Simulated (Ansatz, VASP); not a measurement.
**Au: VASP beside Ansatz**

INCAR

```
PREC = Accurate ; ENCUT = 520
EDIFF = 1E-6 ; ISMEAR = 0
SIGMA = 0.15 ; LREAL = F
LASPH = T ; NELM = 80
ALGO = Fast ; ISIF = 2
LWAVE = F ; LCHARG = F
GGA = PS ; NBANDS = 18
```

Contents of KPOINTS:

```
regular mesh
0
Gamma
  26 26 14
```

Contents of POSCAR:

```
Au
1.0
    1.4100150311     -2.5170030989      0.0000000000
    1.4100150311      2.5170030989      0.0000000000
    0.0000000000      0.0000000000      4.8006775662
Au
2
Direct
    0.6638639510      0.3361360490      0.2500000000
    0.3361360490      0.6638639510      0.7500000000
```

Input for Ansatz:

```yaml
crystal:
  lattice:
    - [1.4100150311, -2.5170030989, 0.0]
    - [1.4100150311, 2.5170030989, 0.0]
    - [0.0, 0.0, 4.8006775662]
  atoms:
    - { symbol: Au, position: [0.663863951, 0.336136049, 0.25] }
    - { symbol: Au, position: [0.336136049, 0.663863951, 0.75] }
basis:
  ecutwfc: 420
kpoints:
  mp_grid: { grid: [26, 26, 14] }
hamiltonian:
  xc: pbesol
scf:
  occupations: { method: gaussian, width: 0.15 }
output:
  forces: true
  stress: true
  eigenvalues: true
  write_density: true
  write_potential: true
  elf: true
  volumetric_format: npy
```

Alike in both runs: task single point; functional PBEsol; k mesh 26 × 26 × 14; occupations gaussian, width 0.15 eV; no spin polarisation.

|  | VASP | Ansatz |
| --- | --- | --- |
| version | VASP 6.6.1 | Ansatz 0.2.0 |
| potentials or method | VASP PAW PBE potentials, release 64 (Au), cutoff 520 eV | scalar-relativistic, plane waves, PAW |
| valence electrons in the cell | 22 | 38 |

```csv
,VASP,Ansatz,Ansatz less VASP
gap on the k mesh at the Fermi level (eV),none,none,-
pressure (GPa),-0.2,0.0,+0.22
"traceless stress, the component that is largest in VASP (GPa)",0.80,0.80,+0.001
rms of the force components (eV/Å),0.003,0.003,+0.0002
```

VASP's potentials were made for PBE, not for PBEsol. Atom by atom the forces differ by 0.000 eV/Å (rms over components). A gap of «none» marks a metal or a gap that the smearing closes. VASP's potentials hold 22 valence electrons a cell and Ansatz's 38, so a difference there can come from the potentials and not from the codes.

Spin-orbit coupling is off throughout.
